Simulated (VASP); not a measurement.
A run of VASP 6.6.1:

Contents of INCAR:

```
SYSTEM = Zr
PREC = Accurate ; ENCUT = 520
EDIFF = 1E-6 ; ISMEAR = -1
SIGMA = 0.02 ; LREAL = .FALSE.
LASPH = .TRUE. ; NELM = 60
ALGO = Normal ; ISIF = 2
LWAVE = .FALSE. ; LCHARG = .TRUE.
GGA = PE ; LELF = .TRUE.
LVHAR = .TRUE. ; NBANDS = 19
```

The input KPOINTS:

```
regular mesh
0
G
  12 12 4
  0 0 0
```

Contents of POSCAR:

```
Zr
1.0
    3.2388529746      0.0000000000      0.0000000000
   -1.6194264873      2.8049289551      0.0000000000
    0.0000000000      0.0000000000      5.1570233619
Zr
2
Direct
    0.3333333333      0.6666666667      0.2500000000
    0.6666666667      0.3333333333      0.7500000000
```

Potentials or basis: VASP PAW PBE potentials, release 64 (Zr_sv).

Command:

```sh
$ cat potpaw_PBE.64/Zr_sv/POTCAR > POTCAR
$ mpirun -np 1 vasp_std > vasp.out
```

Hardware: 1 thread of Intel(R) Xeon(R) 6975P-C (Granite Rapids) (shared host).

Question: Estimate the wall time of this run.

Answer: Wall time 15 s on 1 thread of Intel(R) Xeon(R) 6975P-C (Granite Rapids) (shared host), peak memory 0.18 GiB. Counts: scf iterations 11, k points 57.
